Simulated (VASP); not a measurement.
Runs of VASP 6.6.1 on InTe4W. The structure is that of space group P4/mmm (No. 123), or close to it. The cells are those of the table. 

```csv
task,cell,k mesh,cutoff (eV),gap on the mesh (eV),pressure (GPa),largest force (eV/Å)
relaxation of cell and atoms,"relaxed from a = 4.720, b = 4.720, c = 6.793 Å, 6 atoms",4 × 4 × 4,600,none,0.0,0.01
single point,"a = 4.764, b = 4.764, c = 7.673 Å, 6 atoms",8 × 8 × 6,520,none,0.0,0.01
single point,"a = 4.833, b = 4.833, c = 7.400 Å, 6 atoms",4 × 4 × 4,520,none,0.2,(a)
single point,"a = 4.720, b = 4.720, c = 6.793 Å, 6 atoms",4 × 4 × 4,520,none,9.0,0.57
```

Alike in all rows: level PBE; potentials or basis VASP PAW PBE potentials, release 64 (In_d, Te, W_sv); no spin polarisation; smearing gaussian 0.1 eV.

Estimate the missing entries.

(a) 0.03.

Caveats: spin-orbit coupling is left out, which moves the levels of the heavy elements.

A k mesh can miss the band edges, and the runs leave out spin-orbit coupling on In, Te, W.

A gap of «none» marks levels without a gap at the run's occupations.
